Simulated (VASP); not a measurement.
Here is a VASP 6.6.1 calculation.

Contents of INCAR:

```
PREC = Accurate
ENCUT = 600
EDIFF = 1E-7
ISMEAR = 0
SIGMA = 0.1
LREAL = F
LASPH = T
NELM = 80
ALGO = Normal
ISIF = 3
LWAVE = F
LCHARG = F
GGA = PE
IBRION = 2
NSW = 100
EDIFFG = -0.01
```

KPOINTS

```
regular mesh
0
Gamma
  6 6 6
```

File POSCAR:

```
YTiGeAs3
1.0
    3.3830320691      1.9531944758      3.3544428678
   -3.3830320691      1.9531944758      3.3544428678
    0.0000000000     -3.9063889516      3.3544428678
Y Ti Ge As
1 1 1 3
Direct
    0.6626172149      0.6626172149      0.6626172149
    0.0214727242      0.0214727242      0.0214727242
    0.3541978148      0.3541978148      0.3541978148
    0.9312407050      0.1444976018      0.5375185592
    0.5375185592      0.9312407050      0.1444976018
    0.1444976018      0.5375185592      0.9312407050
```

Potentials or basis: VASP PAW PBE potentials, release 64 (Y_sv, Ti_sv, Ge_d, As).

The run is started by

```sh
$ cat potpaw_PBE.64/Y_sv/POTCAR potpaw_PBE.64/Ti_sv/POTCAR potpaw_PBE.64/Ge_d/POTCAR potpaw_PBE.64/As/POTCAR > POTCAR
$ mpirun -np 1 vasp_std > vasp.out
```

Question: What does it give for the relaxed volume?

Answer: 22.20 Å³/atom.

Question: Estimate the band gap on the k mesh.

Answer: Zero (bands 26 and 27 overlap by 0.40 eV).

Question: Predict the relaxed cell.

Answer: a = 5.152 Å, b = 5.152 Å, c = 5.152 Å, α = 82.13°, β = 82.13°, γ = 82.13°.

Final structure:
```xyz
6
Lattice="3.3843 1.9539 3.3569 -3.3843 1.9539 3.3569 0.0000 -3.9079 3.3569" Properties=species:S:1:pos:R:3 pbc="T T T"
Y     0.0000    0.0000    6.6736
Ti    0.0000    0.0000    0.2174
Ge    0.0000    0.0000    3.5677
As    2.6628    0.0012    5.4146
As   -1.3324    2.3054    5.4146
As   -1.3303   -2.3066    5.4146
```
